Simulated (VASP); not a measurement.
Mn:

```
CELL_PARAMETERS angstrom
2.68220 0.00000 0.00000
0.00000 2.68220 0.00000
0.00000 0.00000 3.02682
ATOMIC_POSITIONS crystal
Mn 0.00000 0.50000 0.21912
Mn 0.50000 0.00000 0.78088
```

```yaml
Program: VASP 6.6.1
Task: relaxation of cell and atoms
Functional: PBE
Potentials_or_basis: VASP PAW PBE potentials, release 64 (Mn_pv)
Cutoff: 600 eV
k_mesh: 20 × 20 × 18
Occupations: gaussian, width 0.1 eV
Spin: no spin polarisation
```

At the start: pressure 0.2 GPa; volume 10.89 Å³/atom.

Q: Where does the relaxation end?

A: Over 38 steps the energy falls by 78.6 meV/atom and the volume is 10.73 Å³/atom (-1.4 %); space group Fm-3m (No. 225, to 0.05 Å).

Step by step:
```csv
step,energy change (eV),largest force (eV/Å),pressure (GPa),volume (Å³)
1,0.0000,0.2337,0.21,21.78
2,-0.0041,0.1328,-0.96,21.82
3,-0.0064,0.0337,-2.74,21.90
4,-0.0086,0.0376,-2.16,21.82
5,-0.0136,0.0504,0.22,21.60
6,-0.0155,0.0371,5.61,21.15
7,-0.0164,0.0484,3.36,21.33
8,-0.0179,0.0434,3.60,21.30
9,-0.0225,0.0278,4.43,21.23
10,-0.0300,0.0383,6.52,21.07
11,-0.0105,0.5842,12.78,20.75
12,-0.0311,0.0793,7.45,21.02
13,-0.0366,0.1286,6.83,21.06
14,-0.0460,0.3478,5.70,21.18
15,-0.0462,0.4253,5.45,21.21
16,-0.0523,0.3909,3.83,21.32
17,-0.0636,0.2963,-0.75,21.64
18,-0.0566,0.1393,-8.72,22.30
19,-0.0655,0.2381,-3.63,21.86
20,-0.0734,0.2113,-3.55,21.84
21,-0.0961,0.1143,-3.38,21.78
22,-0.1295,0.1825,-1.98,21.65
23,-0.0314,1.4693,6.23,21.31
24,-0.1308,0.3471,-1.20,21.61
25,-0.1437,0.3194,0.73,21.44
26,-0.1497,0.2712,3.39,21.23
27,-0.1557,0.0820,-1.13,21.56
28,-0.1559,0.1126,-0.53,21.50
29,-0.1568,0.0494,0.15,21.46
30,-0.1570,0.0115,0.49,21.43
31,-0.1570,0.0054,0.35,21.43
32,-0.1570,0.0058,0.57,21.42
33,-0.1570,0.0016,0.71,21.43
34,-0.1570,0.0346,-0.51,21.51
35,-0.1571,0.0169,-0.03,21.47
36,-0.1571,0.0191,-0.08,21.47
37,-0.1572,0.0138,-0.06,21.47
38,-0.1572,0.0082,-0.02,21.47
```

Final structure:
```
CELL_PARAMETERS angstrom
2.47830 0.00000 0.00000
0.00000 2.47830 0.00000
0.00000 0.00000 3.49492
ATOMIC_POSITIONS crystal
Mn 0.00000 0.50000 0.25016
Mn 0.50000 0.00000 0.74984
```

Caveat: the run has no spin polarisation, though such a crystal can be magnetic.
